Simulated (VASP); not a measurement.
# Cu2O (v.b) (Pn-3m) in VASP: notebook

The runs below take Cu2O (v.b) through single point, with PBE.

Everything below comes from runs of VASP 6.6.1. Logs are shortened: lines on timing, memory, paths and dates and some standing lists are left out, and cuts for length are marked.

**1. The cell of the first run**

The structure is cubic, space group Pn-3m (No. 224). Conventional cell: a = 4.250 Å, b = 4.250 Å, c = 4.250 Å, α = 90.00°, β = 90.00°, γ = 90.00°. Within 2.4 Å of Cu (site symmetry -3m) lie 2 O at 1.84 Å. Within 2.4 Å of O (site symmetry -43m) lie 4 Cu at 1.84 Å.

**2. Single point, PBE**

INCAR

```
SYSTEM = Cu2O
PREC = Accurate
ENCUT = 600
EDIFF = 1E-6
ISMEAR = 0
SIGMA = 0.1
LREAL = .FALSE.
LASPH = .TRUE.
NELM = 120
ALGO = Normal
ISIF = 2
LWAVE = .FALSE.
LCHARG = .FALSE.
GGA = PE
NBANDS = 37
GGA_COMPAT = .FALSE.
```

KPOINTS

```
Automatic mesh
0
G
  4 4 4
  0 0 0
```

POSCAR

```
Cu2O
1.0
    4.2500000000      0.0000000000      0.0000000000
    0.0000000000      4.2500000000      0.0000000000
    0.0000000000      0.0000000000      4.2500000000
Cu O
4 2
Direct
    0.2500000000      0.2500000000      0.2500000000
    0.7500000000      0.7500000000      0.2500000000
    0.7500000000      0.2500000000      0.7500000000
    0.2500000000      0.7500000000      0.7500000000
    0.0000000000      0.0000000000      0.0000000000
    0.5000000000      0.5000000000      0.5000000000
```

Potentials or basis: VASP PAW PBE potentials, release 64 (Cu, O).

Command:

```sh
$ cat potpaw_PBE.64/Cu/POTCAR potpaw_PBE.64/O/POTCAR > POTCAR
$ mpirun -np 1 vasp_std > vasp.out
```

OUTCAR:

```text
SYSTEM = Cu2O
   PREC = Accurate
   ENCUT = 600
   EDIFF = 1E-6
   ISMEAR = 0
   LREAL = .FALSE.
   LASPH = .TRUE.
   NELM = 120
   ISIF = 2
   GGA = PE

 ion  position               nearest neighbor table
   1  0.250  0.250  0.250-   5 1.84   6 1.84
   2  0.750  0.750  0.250-   5 1.84   6 1.84
   3  0.750  0.250  0.750-   5 1.84   6 1.84
   4  0.250  0.750  0.750-   5 1.84   6 1.84
   5  0.000  0.000  0.000-   1 1.84   2 1.84   3 1.84   4 1.84
   6  0.500  0.500  0.500-   1 1.84   2 1.84   3 1.84   4 1.84

  LATTYP: Found a simple cubic cell.
 ALAT       =     4.2500000000

  Lattice vectors:

 A1 = (   4.2500000000,   0.0000000000,   0.0000000000)
 A2 = (   0.0000000000,   4.2500000000,   0.0000000000)
 A3 = (   0.0000000000,   0.0000000000,   4.2500000000)

Analysis of symmetry for initial positions (statically):
=====================================================================
 Subroutine PRICEL returns:
 Original cell was already a primitive cell.

 Routine SETGRP: Setting up the symmetry group for a
 simple cubic supercell.

 Subroutine GETGRP returns: Found 48 space group operations
 (whereof 24 operations were pure point group operations)
 out of a pool of 48 trial point group operations.

The static configuration has the point symmetry T_d .
 The point group associated with its full space group is O_h .

Analysis of symmetry for dynamics (positions and initial velocities):
=====================================================================
 Subroutine PRICEL returns:
 Original cell was already a primitive cell.

 Routine SETGRP: Setting up the symmetry group for a
 simple cubic supercell.

 Subroutine GETGRP returns: Found 48 space group operations
 (whereof 24 operations were pure point group operations)
 out of a pool of 48 trial point group operations.

The dynamic configuration has the point symmetry T_d .
 The point group associated with its full space group is O_h .

 Subroutine INISYM returns: Found 48 space group operations
 (whereof 24 operations are pure point group operations),
 and found     1 'primitive' translations

----------------------------------------------------------------------------------------

                                     Primitive cell

  volume of cell :      76.7656

  direct lattice vectors                    reciprocal lattice vectors
     4.250000000  0.000000000  0.000000000     0.235294118  0.000000000  0.000000000
     0.000000000  4.250000000  0.000000000     0.000000000  0.235294118  0.000000000
     0.000000000  0.000000000  4.250000000     0.000000000  0.000000000  0.235294118

  length of vectors
     4.250000000  4.250000000  4.250000000     0.235294118  0.235294118  0.235294118

  position of ions in fractional coordinates (direct lattice)
     0.250000000  0.250000000  0.250000000
     0.750000000  0.750000000  0.250000000
     0.750000000  0.250000000  0.750000000
     0.250000000  0.750000000  0.750000000
     0.000000000  0.000000000  0.000000000
     0.500000000  0.500000000  0.500000000

  ion indices of the primitive-cell ions
   primitive index   ion index
                 1           1
                 2           2
                 3           3
                 4           4
                 5           5
                 6           6

----------------------------------------------------------------------------------------

 KPOINTS: Automatic mesh

Automatic generation of k-mesh.
 Grid dimensions read from file:
 generate k-points for:    4    4    4

 Generating k-lattice:

  Cartesian coordinates                     Fractional coordinates (reciprocal lattice)
     0.058823529  0.000000000  0.000000000     0.250000000  0.000000000  0.000000000
     0.000000000  0.058823529  0.000000000     0.000000000  0.250000000  0.000000000
     0.000000000  0.000000000  0.058823529     0.000000000  0.000000000  0.250000000

  Length of vectors
     0.058823529  0.058823529  0.058823529

  Shift w.r.t. Gamma in fractional coordinates (k-lattice)
     0.000000000  0.000000000  0.000000000

 Subroutine IBZKPT returns following result:
 ===========================================

 Found     10 irreducible k-points:

 Following reciprocal coordinates:
            Coordinates               Weight
  0.000000  0.000000  0.000000      1.000000
  0.250000  0.000000  0.000000      6.000000
  0.500000  0.000000  0.000000      3.000000
  0.250000  0.250000  0.000000     12.000000
  0.500000  0.250000  0.000000     12.000000
  0.500000  0.500000  0.000000      3.000000
  0.250000  0.250000  0.250000      8.000000
  0.500000  0.250000  0.250000     12.000000
  0.500000  0.500000  0.250000      6.000000
  0.500000  0.500000  0.500000      1.000000
   k-points           NKPTS =     10   k-points in BZ     NKDIM =     10   number of bands    NBANDS=     37
   number of dos      NEDOS =    301   number of ions     NIONS =      6
   total plane-waves  NPLWV =  46656
   dimension x,y,z NGX =    36 NGY =   36 NGZ =   36
   dimension x,y,z NGXF=    72 NGYF=   72 NGZF=   72
   ions per type =               4   2
   NGX,Y,Z   is equivalent  to a cutoff of  14.08, 14.08, 14.08 a.u.
   NGXF,Y,Z  is equivalent  to a cutoff of  28.16, 28.16, 28.16 a.u.
 SYSTEM =  Cu2O
   PREC   = accura    normal or accurate (medium, high low for compatibility)
   ISTART =      0    job   : 0-new  1-cont  2-samecut
   ICHARG =      2    charge: 1-file 2-atom 10-const
   ISPIN  =      1    spin polarized calculation?
   LNONCOLLINEAR =      F non collinear calculations
   LSORBIT =      F    spin-orbit coupling
   LASPH  =      T    aspherical Exc in radial PAW
   ENCUT  =  600.0 eV  44.10 Ry    6.64 a.u.   8.49  8.49  8.49*2*pi/ulx,y,z
   NELM   =    120;   NELMIN=  2; NELMDL= -5     # of ELM steps
   EDIFF  = 0.1E-05   stopping-criterion for ELM
   LREAL  =      F    real-space projection
   EDIFFG = 0.1E-04   stopping-criterion for IOM
   NSW    =      0    number of steps for IOM
   IBRION =     -1    ionic relax: 0-MD 1-quasi-New 2-CG
   NFREE  =      0    steps in history (QN), initial steepest desc. (CG)
   ISIF   =      2    stress and relaxation
   ISYM   =      2    0-nonsym 1-usesym 2-fastsym
   POTIM  = 0.5000    time-step for ionic-motion
   TEBEG  =    0.0;   TEEND  =   0.0 temperature during run
   PSTRESS=    0.0 pullay stress
   NELECT =      56.0000    total number of electrons
   NUPDOWN=      -1.0000    fix difference up-down
   EMIN   =  10.00;   EMAX   =-10.00  energy-range for DOS
   EFERMI =   0.00;   METHOD = LEGACY
   ISMEAR =     0;   SIGMA  =   0.10  broadening in eV -4-tet -1-fermi 0-gaus
   EFERMI_NEDOS =   21; number of points for ismear=-14 and -15
   IALGO  =     38    algorithm
   IMIX   =      4    mixing-type and parameters
     AMIX     =   0.40;   BMIX     =  1.00
     AMIX_MAG =   1.60;   BMIX_MAG =  1.00
  volume/ion in A,a.u.               =      12.79        86.34
  Fermi-wavevector in a.u.,A,eV,Ry     =   1.473721  2.784929 29.549858  2.171853
  Thomas-Fermi vector in A             =   2.588580
   LORBIT       =      0    0 simple, 1 ext, 2 COOP (PROOUT), +10 PAW based schemes
   GGA     = PE    functional components
   LHFCALC =     F    Hartree Fock is set to
   AEXX    =    0.0000 exact exchange contribution
   IVDW    =     0    specifies the selected vdW correction
   LEPSILON=     F    determine dielectric tensor
   LRPA    =     F    only Hartree local field effects (RPA)
 non-spin polarized calculation
 Gauss-broadening in eV      SIGMA  =   0.10
  energy-cutoff  :      600.00
  volume of cell :       76.77
 maximum number of plane-waves:      2562
 NGX is ok and might be reduce to    36
   NGX = 17   NGY = 17   NGZ = 17

 number of electron      55.9999986 magnetization

 Free energy of the ion-electron system (eV)
  ---------------------------------------------------
  ext. energy  EPLUGINS =         0.00000000
  ---------------------------------------------------
  free energy    TOTEN  =       -27.23073908 eV

  energy without entropy =      -27.23073771  energy(sigma->0) =      -27.23073840

 E-fermi :   5.1467     XC(G=0): -11.0828

 val. band max:        4.8599457429   @ k =   0.0000   0.0000   0.0000
 cond. band min:       5.4147405279   @ k =   0.0000   0.0000   0.0000
 fundamental gap:      0.5547947850
 Fermi energy:         5.1466978612

 k-point     1 :       0.0000    0.0000    0.0000
  band No.  band energies     occupation
      1     -15.3602      2.00000
      2     -14.6081      2.00000
      3      -2.4502      2.00000
      4      -2.4502      2.00000
      5      -2.4502      2.00000
      6      -0.0529      2.00000
[... 29 lines left out ...]
     36      14.2028      0.00000
     37      14.2028      0.00000

 k-point     2 :       0.2500    0.0000    0.0000
  band No.  band energies     occupation
      1     -15.2488      2.00000
      2     -14.7164      2.00000
      3      -2.2901      2.00000
      4      -2.2243      2.00000
      5      -2.2243      2.00000
      6      -0.9155      2.00000
[... 29 lines left out ...]
     36      13.1896      0.00000
     37      13.1896      0.00000

 k-point     3 :       0.5000    0.0000    0.0000
  band No.  band energies     occupation
      1     -14.9811      2.00000
      2     -14.9811      2.00000
      3      -1.8295      2.00000
      4      -1.8295      2.00000
      5      -1.7749      2.00000
      6      -1.7749      2.00000
[... 29 lines left out ...]
     36      12.5539      0.00000
     37      14.1901      0.00000

 k-point     4 :       0.2500    0.2500    0.0000
  band No.  band energies     occupation
      1     -15.1649      2.00000
      2     -14.7874      2.00000
      3      -2.5003      2.00000
      4      -2.1140      2.00000
      5      -1.7337      2.00000
      6      -1.4773      2.00000
[... 29 lines left out ...]
     36      13.5556      0.00000
     37      14.5588      0.00000

 k-point     5 :       0.5000    0.2500    0.0000
  band No.  band energies     occupation
      1     -14.9697      2.00000
      2     -14.9697      2.00000
      3      -2.3372      2.00000
      4      -2.3372      2.00000
      5      -1.4542      2.00000
      6      -1.4542      2.00000
[... 29 lines left out ...]
     36      12.3578      0.00000
     37      16.3464      0.00000

 k-point     6 :       0.5000    0.5000    0.0000
  band No.  band energies     occupation
      1     -14.9583      2.00000
      2     -14.9583      2.00000
      3      -2.5718      2.00000
      4      -2.5718      2.00000
      5      -1.3946      2.00000
      6      -1.3946      2.00000
[... 29 lines left out ...]
     36      13.2220      0.00000
     37      15.7921      0.00000

 k-point     7 :       0.2500    0.2500    0.2500
  band No.  band energies     occupation
      1     -15.1257      2.00000
      2     -14.8082      2.00000
      3      -2.3290      2.00000
      4      -2.3290      2.00000
      5      -1.9207      2.00000
      6      -1.3012      2.00000
[... 29 lines left out ...]
     36      14.6205      0.00000
     37      15.5184      0.00000

 k-point     8 :       0.5000    0.2500    0.2500
  band No.  band energies     occupation
      1     -15.0790      2.00000
      2     -14.8363      2.00000
      3      -2.4415      2.00000
      4      -2.1845      2.00000
      5      -2.0960      2.00000
      6      -1.0056      2.00000
[... 29 lines left out ...]
     36      15.0819      0.00000
     37      15.1189      0.00000

 k-point     9 :       0.5000    0.5000    0.2500
  band No.  band energies     occupation
      1     -15.1180      2.00000
      2     -14.7731      2.00000
      3      -2.4654      2.00000
      4      -2.4654      2.00000
      5      -2.0241      2.00000
      6      -0.9993      2.00000
[... 29 lines left out ...]
     36      14.0216      0.00000
     37      16.5328      0.00000

 k-point    10 :       0.5000    0.5000    0.5000
  band No.  band energies     occupation
      1     -15.1776      2.00000
      2     -14.6877      2.00000
      3      -2.3502      2.00000
      4      -2.3502      2.00000
      5      -2.3502      2.00000
      6      -0.8825      2.00000
[... 29 lines left out ...]
     36      12.6548      0.00000
     37      18.8220      0.00000

------------------------ aborting loop because EDIFF is reached ----------------------------------------

  FORCE on cell =-STRESS in cart. coord.  units (eV):
  Direction    XX          YY          ZZ          XY          YZ          ZX
  --------------------------------------------------------------------------------------
  -------------------------------------------------------------------------------------
  Total        2.4563812      2.4563812      2.4563812     -0.0000000     -0.0000000     -0.0000000
  in kB       51.2671953     51.2671953     51.2671953     -0.0000000     -0.0000000     -0.0000000
  external PRESSURE =      51.2671953 kB  Pullay stress =       0.0000000 kB

 VOLUME and BASIS-vectors are now :
 -----------------------------------------------------------------------------
  energy-cutoff  :      600.00
  volume of cell :       76.77
      direct lattice vectors                 reciprocal lattice vectors
     4.250000000  0.000000000  0.000000000     0.235294118  0.000000000  0.000000000
     0.000000000  4.250000000  0.000000000     0.000000000  0.235294118  0.000000000
     0.000000000  0.000000000  4.250000000     0.000000000  0.000000000  0.235294118

 POSITION                                       TOTAL-FORCE (eV/Angst)
 -----------------------------------------------------------------------------------
      1.06250      1.06250      1.06250         0.000000     -0.000000     -0.000000
      3.18750      3.18750      1.06250        -0.000000      0.000000      0.000000
      3.18750      1.06250      3.18750         0.000000      0.000000      0.000000
      1.06250      3.18750      3.18750        -0.000000     -0.000000     -0.000000
      0.00000      0.00000      0.00000        -0.000000     -0.000000     -0.000000
      2.12500      2.12500      2.12500         0.000000     -0.000000     -0.000000
 -----------------------------------------------------------------------------------
    total drift:                                0.000000      0.000000      0.000000

  FREE ENERGIE OF THE ION-ELECTRON SYSTEM (eV)
  ---------------------------------------------------
  free  energy   TOTEN  =       -27.2307390843 eV

  energy  without entropy=      -27.2307377059  energy(sigma->0) =      -27.23073840
```

Wall time 54 s (1 thread of Intel Xeon 8259CL, shared host); peak memory 0.21 GiB.

Results:

```
Free energy            : -27.2307 eV
Pressure               : 5.1 GPa
Band gap on the k mesh : 0.55 eV, direct
```

Levels at points of the mesh, in eV from the valence-band top:
```
           k point  band 24  band 25  band 26  band 27  band 28  band 29  band 30  band 31  band 32  band 33
(0.00, 0.00, 0.00)    -1.59    -1.59     0.00     0.00     0.00     0.55     1.22     1.22     7.99     7.99
(0.50, 0.00, 0.00)    -1.71    -1.21    -1.21    -0.40    -0.40     2.28     2.28     4.23     4.23     7.47
(0.50, 0.50, 0.00)    -1.50    -1.22    -1.22    -0.66    -0.66     1.92     1.92     3.87     3.87     6.84
(0.50, 0.50, 0.50)    -1.65    -1.00    -0.58    -0.58    -0.58     2.45     2.45     2.45     4.92     4.92
```

(Continued in part 2 of 2.)
